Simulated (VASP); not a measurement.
# Pt (Fm-3m) in VASP: single point with PBE

Aim: the single point of Pt with PBE.

All numbers are computed with VASP 6.6.1; they aren't measurements. Logs are shortened: lines on timing, memory, paths and dates and some standing lists are left out, and cuts for length are marked.

**1. The cell of the first run**

It takes space group Fm-3m (No. 225, cubic). The conventional cell has a = 3.967 Å, b = 3.967 Å, c = 3.967 Å, α = 90.00°, β = 90.00°, γ = 90.00°. Pt (site symmetry m-3m) has 12 Pt at 2.81 Å within 3.7 Å.

**2. Single point, PBE**

INCAR reads:

```
ALGO = Normal
EDIFF = 1E-6
ENCUT = 500
GGA = PE
GGA_COMPAT = F
ISIF = 2
ISMEAR = 0
LASPH = T
LCHARG = F
LREAL = F
LWAVE = F
NBANDS = 11
NELM = 120
PREC = Accurate
SIGMA = 0.1
```

KPOINTS reads:

```
k-points
0
Gamma
  8 8 8
```

POSCAR reads:

```
Pt
1.0
    0.0000000000      1.9836737130      1.9836737130
    1.9836737130      0.0000000000      1.9836737130
    1.9836737130      1.9836737130      0.0000000000
Pt
1
Direct
    0.0000000000      0.0000000000      0.0000000000
```

Potentials or basis: VASP PAW PBE potentials, release 64 (Pt).

Launch:

```
cat potpaw_PBE.64/Pt/POTCAR > POTCAR
mpirun -np 1 vasp_std > vasp.out
```

OUTCAR:

```text
EDIFF = 1E-6
   ENCUT = 500
   GGA = PE
   ISIF = 2
   ISMEAR = 0
   LASPH = T
   LREAL = F
   NELM = 120
   PREC = Accurate

 ion  position               nearest neighbor table
   1  0.000  0.000  0.000-

  LATTYP: Found a face centered cubic cell.
 ALAT       =     3.9673474260

  Lattice vectors:

 A1 = (   0.0000000000,   1.9836737130,   1.9836737130)
 A2 = (   1.9836737130,   0.0000000000,   1.9836737130)
 A3 = (   1.9836737130,   1.9836737130,   0.0000000000)

Analysis of symmetry for initial positions (statically):
=====================================================================
 Subroutine PRICEL returns:
 Original cell was already a primitive cell.

 Routine SETGRP: Setting up the symmetry group for a
 face centered cubic supercell.

 Subroutine GETGRP returns: Found 48 space group operations
 (whereof 48 operations were pure point group operations)
 out of a pool of 48 trial point group operations.

The static configuration has the point symmetry O_h .

Analysis of symmetry for dynamics (positions and initial velocities):
=====================================================================
 Subroutine PRICEL returns:
 Original cell was already a primitive cell.

 Routine SETGRP: Setting up the symmetry group for a
 face centered cubic supercell.

 Subroutine GETGRP returns: Found 48 space group operations
 (whereof 48 operations were pure point group operations)
 out of a pool of 48 trial point group operations.

The dynamic configuration has the point symmetry O_h .

 Subroutine INISYM returns: Found 48 space group operations
 (whereof 48 operations are pure point group operations),
 and found     1 'primitive' translations

----------------------------------------------------------------------------------------

                                     Primitive cell

  volume of cell :      15.6114

  direct lattice vectors                    reciprocal lattice vectors
     0.000000000  1.983673713  1.983673713    -0.252057582  0.252057582  0.252057582
     1.983673713  0.000000000  1.983673713     0.252057582 -0.252057582  0.252057582
     1.983673713  1.983673713  0.000000000     0.252057582  0.252057582 -0.252057582

  length of vectors
     2.805338268  2.805338268  2.805338268     0.436576539  0.436576539  0.436576539

  position of ions in fractional coordinates (direct lattice)
     0.000000000  0.000000000  0.000000000

  ion indices of the primitive-cell ions
   primitive index   ion index
                 1           1

----------------------------------------------------------------------------------------

 KPOINTS: k-points

Automatic generation of k-mesh.
 Grid dimensions read from file:
 generate k-points for:    8    8    8

 Generating k-lattice:

  Cartesian coordinates                     Fractional coordinates (reciprocal lattice)
    -0.031507198  0.031507198  0.031507198     0.125000000  0.000000000  0.000000000
     0.031507198 -0.031507198  0.031507198     0.000000000  0.125000000  0.000000000
     0.031507198  0.031507198 -0.031507198     0.000000000  0.000000000  0.125000000

  Length of vectors
     0.054572067  0.054572067  0.054572067

  Shift w.r.t. Gamma in fractional coordinates (k-lattice)
     0.000000000  0.000000000  0.000000000

 Subroutine IBZKPT returns following result:
 ===========================================

 Found     29 irreducible k-points:

 Following reciprocal coordinates:
            Coordinates               Weight
  0.000000  0.000000  0.000000      1.000000
  0.125000  0.000000  0.000000      8.000000
  0.250000  0.000000  0.000000      8.000000
  0.375000  0.000000  0.000000      8.000000
  0.500000  0.000000  0.000000      4.000000
  0.125000  0.125000  0.000000      6.000000
[... 16 lines left out ...]
  0.500000  0.250000  0.125000     48.000000
 -0.375000  0.250000  0.125000     24.000000
 [... further k-points ...]
   k-points           NKPTS =     29   k-points in BZ     NKDIM =     29   number of bands    NBANDS=     11
   number of dos      NEDOS =    301   number of ions     NIONS =      1
   total plane-waves  NPLWV =   8000
   dimension x,y,z NGX =    20 NGY =   20 NGZ =   20
   dimension x,y,z NGXF=    40 NGYF=   40 NGZF=   40
   ions per type =               1
   NGX,Y,Z   is equivalent  to a cutoff of  11.85, 11.85, 11.85 a.u.
   NGXF,Y,Z  is equivalent  to a cutoff of  23.70, 23.70, 23.70 a.u.
 SYSTEM =  unknown system
   PREC   = accura    normal or accurate (medium, high low for compatibility)
   ISTART =      0    job   : 0-new  1-cont  2-samecut
   ICHARG =      2    charge: 1-file 2-atom 10-const
   ISPIN  =      1    spin polarized calculation?
   LNONCOLLINEAR =      F non collinear calculations
   LSORBIT =      F    spin-orbit coupling
   LASPH  =      T    aspherical Exc in radial PAW
   ENCUT  =  500.0 eV  36.75 Ry    6.06 a.u.   5.11  5.11  5.11*2*pi/ulx,y,z
   NELM   =    120;   NELMIN=  2; NELMDL= -5     # of ELM steps
   EDIFF  = 0.1E-05   stopping-criterion for ELM
   LREAL  =      F    real-space projection
   EDIFFG = 0.1E-04   stopping-criterion for IOM
   NSW    =      0    number of steps for IOM
   IBRION =     -1    ionic relax: 0-MD 1-quasi-New 2-CG
   NFREE  =      0    steps in history (QN), initial steepest desc. (CG)
   ISIF   =      2    stress and relaxation
   ISYM   =      2    0-nonsym 1-usesym 2-fastsym
   POTIM  = 0.5000    time-step for ionic-motion
   TEBEG  =    0.0;   TEEND  =   0.0 temperature during run
   PSTRESS=    0.0 pullay stress
   NELECT =      10.0000    total number of electrons
   NUPDOWN=      -1.0000    fix difference up-down
   EMIN   =  10.00;   EMAX   =-10.00  energy-range for DOS
   EFERMI =   0.00;   METHOD = LEGACY
   ISMEAR =     0;   SIGMA  =   0.10  broadening in eV -4-tet -1-fermi 0-gaus
   EFERMI_NEDOS =   21; number of points for ismear=-14 and -15
   IALGO  =     38    algorithm
   IMIX   =      4    mixing-type and parameters
     AMIX     =   0.40;   BMIX     =  1.00
     AMIX_MAG =   1.60;   BMIX_MAG =  1.00
  volume/ion in A,a.u.               =      15.61       105.35
  Fermi-wavevector in a.u.,A,eV,Ry     =   1.411220  2.666818 27.096556  1.991541
  Thomas-Fermi vector in A             =   2.533093
   LORBIT       =      0    0 simple, 1 ext, 2 COOP (PROOUT), +10 PAW based schemes
   GGA     = PE    functional components
   LHFCALC =     F    Hartree Fock is set to
   AEXX    =    0.0000 exact exchange contribution
   IVDW    =     0    specifies the selected vdW correction
   LEPSILON=     F    determine dielectric tensor
   LRPA    =     F    only Hartree local field effects (RPA)
 non-spin polarized calculation
 Gauss-broadening in eV      SIGMA  =   0.10
  energy-cutoff  :      500.00
  volume of cell :       15.61
 maximum number of plane-waves:       415
   NGX = 11   NGY = 11   NGZ = 11

 number of electron      10.0000002 magnetization

 Free energy of the ion-electron system (eV)
  ---------------------------------------------------
  ext. energy  EPLUGINS =         0.00000000
  ---------------------------------------------------
  free energy    TOTEN  =        -6.08655028 eV

  energy without entropy =       -6.07702050  energy(sigma->0) =       -6.08178539

 E-fermi :  10.5387     XC(G=0): -13.2912

 val. band max:       10.4079493530   @ k =  -0.3750   0.3750   0.0000
 cond. band min:      10.5468346708   @ k =  -0.2500   0.1250   0.0000
 fundamental gap:      0.1388853178
 Fermi energy:        10.5387251659

 k-point     1 :       0.0000    0.0000    0.0000
  band No.  band energies     occupation
      1       0.7792      2.00000
      2       7.0007      2.00000
      3       7.0007      2.00000
      4       7.0007      2.00000
      5       9.0297      2.00000
      6       9.0297      2.00000
      7      25.3476      0.00000
      8      30.1160      0.00000
      9      30.1160      0.00000
     10      30.1160      0.00000
     11      35.3441      0.00000

 k-point     2 :       0.1250    0.0000    0.0000
  band No.  band energies     occupation
      1       1.3701      2.00000
      2       6.7749      2.00000
      3       7.2087      2.00000
      4       7.2087      2.00000
      5       8.9375      2.00000
      6       8.9375      2.00000
      7      26.1763      0.00000
      8      27.6588      0.00000
      9      30.9972      0.00000
     10      30.9972      0.00000
     11      36.3844      0.00000

 k-point     3 :       0.2500    0.0000    0.0000
  band No.  band energies     occupation
      1       2.7699      2.00000
      2       6.6793      2.00000
      3       7.3554      2.00000
      4       7.3554      2.00000
      5       9.2032      2.00000
      6       9.2032      2.00000
      7      23.7128      0.00000
      8      26.9317      0.00000
      9      32.8642      0.00000
     10      32.8642      0.00000
     11      33.8440      0.00000

 k-point     4 :       0.3750    0.0000    0.0000
  band No.  band energies     occupation
      1       3.5714      2.00000
      2       7.0923      2.00000
      3       7.0923      2.00000
      4       8.2808      2.00000
      5      10.1042      2.00000
      6      10.1042      2.00000
      7      19.1261      0.00000
      8      25.5561      0.00000
      9      30.6891      0.00000
     10      30.6891      0.00000
     11      36.6740      0.00000

 k-point     5 :       0.5000    0.0000    0.0000
  band No.  band energies     occupation
      1       3.6270      2.00000
      2       6.9433      2.00000
      3       6.9433      2.00000
      4      10.2813      1.99973
      5      10.6038      0.35729
      6      10.6038      0.35729
      7      16.1675      0.00000
      8      24.9048      0.00000
      9      29.3493      0.00000
     10      29.3493      0.00000
     11      38.4150      0.00000

 k-point     6 :       0.1250    0.1250    0.0000
  band No.  band energies     occupation
      1       1.5714      2.00000
      2       6.5178      2.00000
      3       7.4089      2.00000
      4       7.4089      2.00000
      5       8.5020      2.00000
      6       9.2337      2.00000
      7      26.5372      0.00000
      8      28.6647      0.00000
      9      29.9980      0.00000
     10      29.9980      0.00000
     11      37.8689      0.00000

 k-point     7 :       0.2500    0.1250    0.0000
  band No.  band energies     occupation
      1       2.7639      2.00000
      2       6.1348      2.00000
      3       7.4782      2.00000
      4       7.7508      2.00000
      5       8.6253      2.00000
      6       9.5441      2.00000
      7      25.5342      0.00000
      8      27.7061      0.00000
      9      29.7575      0.00000
     10      30.9509      0.00000
     11      34.4752      0.00000

 k-point     8 :       0.3750    0.1250    0.0000
  band No.  band energies     occupation
      1       3.9074      2.00000
      2       6.6494      2.00000
      3       6.9386      2.00000
      4       7.6152      2.00000
      5      10.2013      2.00000
      6      10.2869      1.99963
      7      20.8359      0.00000
      8      26.6160      0.00000
      9      28.8276      0.00000
     10      30.5200      0.00000
     11      36.3454      0.00000
[... 141 lines left out ...]
 k-point    19 :       0.5000    0.3750    0.0000
  band No.  band energies     occupation
      1       4.2237      2.00000
      2       4.6752      2.00000
      3       9.1340      2.00000
      4       9.9395      2.00000
      5      10.8449      0.00001
      6      13.3804      0.00000
      7      19.2309      0.00000
      8      22.0886      0.00000
      9      23.1701      0.00000
     10      30.8816      0.00000
     11      33.5921      0.00000

 k-point    20 :      -0.3750    0.3750    0.0000
  band No.  band energies     occupation
      1       4.6639      2.00000
      2       5.4165      2.00000
      3       7.8959      2.00000
      4       9.3354      2.00000
      5      10.4079      1.93561
      6      16.2141      0.00000
      7      17.1515      0.00000
      8      20.4060      0.00000
      9      25.0310      0.00000
     10      30.2984      0.00000
     11      36.7946      0.00000

 k-point    21 :       0.5000    0.5000    0.0000
  band No.  band energies     occupation
      1       3.8919      2.00000
      2       4.3243      2.00000
      3      10.5687      0.67119
      4      11.0282      0.00000
      5      11.0282      0.00000
      6      12.4592      0.00000
      7      19.1024      0.00000
      8      21.8945      0.00000
      9      21.8945      0.00000
     10      30.3321      0.00000
     11      33.4568      0.00000

 k-point    22 :       0.3750    0.2500    0.1250
  band No.  band energies     occupation
      1       4.0140      2.00000
      2       5.7592      2.00000
      3       6.9945      2.00000
      4       8.5725      2.00000
      5       8.6559      2.00000
      6      10.5940      0.43471
      7      23.8818      0.00000
      8      25.9960      0.00000
      9      28.3655      0.00000
     10      30.6901      0.00000
     11      34.3205      0.00000

 k-point    23 :       0.5000    0.2500    0.1250
  band No.  band energies     occupation
      1       4.8280      2.00000
      2       6.2377      2.00000
      3       6.5025      2.00000
      4       8.2972      2.00000
      5       9.8808      2.00000
      6      12.4359      0.00000
      7      19.6465      0.00000
      8      24.6965      0.00000
      9      26.6372      0.00000
     10      30.7984      0.00000
     11      34.6238      0.00000

 k-point    24 :      -0.3750    0.2500    0.1250
  band No.  band energies     occupation
      1       4.8547      2.00000
      2       6.0431      2.00000
      3       7.3387      2.00000
      4       8.0472      2.00000
      5      10.3910      1.96332
      6      14.9331      0.00000
      7      15.9007      0.00000
      8      25.0022      0.00000
      9      25.4936      0.00000
     10      29.5800      0.00000
     11      36.4219      0.00000

 [... further k-points ...]
[... 5 lines left out ...]
  --------------------------------------------------------------------------------------
  -------------------------------------------------------------------------------------
  Total       -0.0614369     -0.0614369     -0.0614369      0.0000000     -0.0000000      0.0000000
  in kB       -6.3052076     -6.3052076     -6.3052076      0.0000000     -0.0000000      0.0000000
  external PRESSURE =      -6.3052076 kB  Pullay stress =       0.0000000 kB

 VOLUME and BASIS-vectors are now :
 -----------------------------------------------------------------------------
  energy-cutoff  :      500.00
  volume of cell :       15.61
      direct lattice vectors                 reciprocal lattice vectors
     0.000000000  1.983673713  1.983673713    -0.252057582  0.252057582  0.252057582
     1.983673713  0.000000000  1.983673713     0.252057582 -0.252057582  0.252057582
     1.983673713  1.983673713  0.000000000     0.252057582  0.252057582 -0.252057582

 POSITION                                       TOTAL-FORCE (eV/Angst)
 -----------------------------------------------------------------------------------
      0.00000      0.00000      0.00000         0.000000      0.000000      0.000000
 -----------------------------------------------------------------------------------
    total drift:                                0.000000     -0.000000     -0.000000

  FREE ENERGIE OF THE ION-ELECTRON SYSTEM (eV)
  ---------------------------------------------------
  free  energy   TOTEN  =        -6.0865502824 eV

  energy  without entropy=       -6.0770205032  energy(sigma->0) =       -6.08178539
```

Run time: 6.3 s. Hardware: 1 thread of Intel Xeon 8259CL, shared host; peak memory 0.13 GiB.

What came out:

- Free energy: -6.0866 eV
- Pressure: -0.6 GPa
- Band gap on the k mesh: zero (band 5 reaches 11.03 eV, above the bottom of band 6 at 8.94 eV)

Caveat: spin-orbit coupling is left out, which moves the levels of the heavy elements.
